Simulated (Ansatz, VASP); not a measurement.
**MgBe4Cu: VASP beside Ansatz**

```
Mg Be Cu
1.0
     0.00000    3.12374    3.12374
     3.12374    0.00000    3.12374
     3.12374    3.12374    0.00000
Mg Be Cu
1 4 1
Direct
  0.00000 0.00000 0.00000
  0.37645 0.37645 0.37645
  0.87066 0.37645 0.37645
  0.37645 0.37645 0.87066
  0.37645 0.87066 0.37645
  0.75000 0.75000 0.75000
```

Alike in both runs: task single point; functional LDA; k mesh 7 × 7 × 7; occupations fermi-dirac, width 0.05 eV; no spin polarisation.

```csv
,VASP,Ansatz
version,VASP 6.6.1,Ansatz 0.2.0
potentials or method,"VASP PAW LDA potentials, release 64 (Mg, Be, Cu)","plane waves, PAW"
plane-wave cutoff (eV),520,420
valence electrons in the cell,21,37
```

|  | VASP | Ansatz | Ansatz less VASP |
| --- | --- | --- | --- |
| gap on the k mesh at the Fermi level (eV) | none | none | - |
| pressure (GPa) | -5.9 | -6.1 | -0.19 |
| rms of the force components (eV/Å) | 0.004 | 0.001 | -0.0028 |

LDA's correlation is that of Perdew and Zunger in VASP and of Perdew and Wang (1992) in Ansatz. Atom by atom the forces differ by 0.003 eV/Å (rms over components). A gap of «none» marks a metal or a gap that the smearing closes. VASP's potentials hold 21 valence electrons a cell and Ansatz's 37, so a difference there can come from the potentials and not from the codes.
